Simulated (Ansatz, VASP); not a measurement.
**Re: VASP beside Ansatz**

```
Re
1.0
     2.76639    0.00000    0.00000
    -1.38319    2.39576    0.00000
     0.00000    0.00000    8.93885
Re
4
Direct
  0.66667 0.33333 0.75000
  0.00000 0.00000 0.50000
  0.33333 0.66667 0.25000
  0.00000 0.00000 0.00000
```

Alike in both runs: task relaxation of cell and atoms; functional PBE; k mesh 8 × 8 × 3; occupations fermi-dirac, width 0.05 eV; no spin polarisation.

|  | VASP | Ansatz |
| --- | --- | --- |
| version | VASP 6.6.1 | Ansatz 0.2.0 |
| potentials or method | VASP PAW PBE potentials, release 64 (Re) | Ansatz PAW |
| plane-wave cutoff (eV) | 600 | 420 |
| valence electrons in the cell | 28 | 60 |

```tsv
	VASP	Ansatz	Ansatz less VASP
gap on the k mesh at the Fermi level, each at its own relaxed structure (eV)	none	none	-
relaxed volume (Å³/atom)	14.94	14.96	+0.018
relaxed cell length with the largest relative difference (Å)	8.954	8.960	+0.0052
```

A gap of «none» marks a metal or a gap that the smearing closes. VASP's potentials hold 28 valence electrons a cell and Ansatz's 60, so a difference there can come from the potentials and not from the codes.

Spin-orbit coupling is off throughout. Noted on Ansatz's run: the plane-wave basis is chosen anew once the cell has moved, so the energies of steps on either side of that aren't comparable.
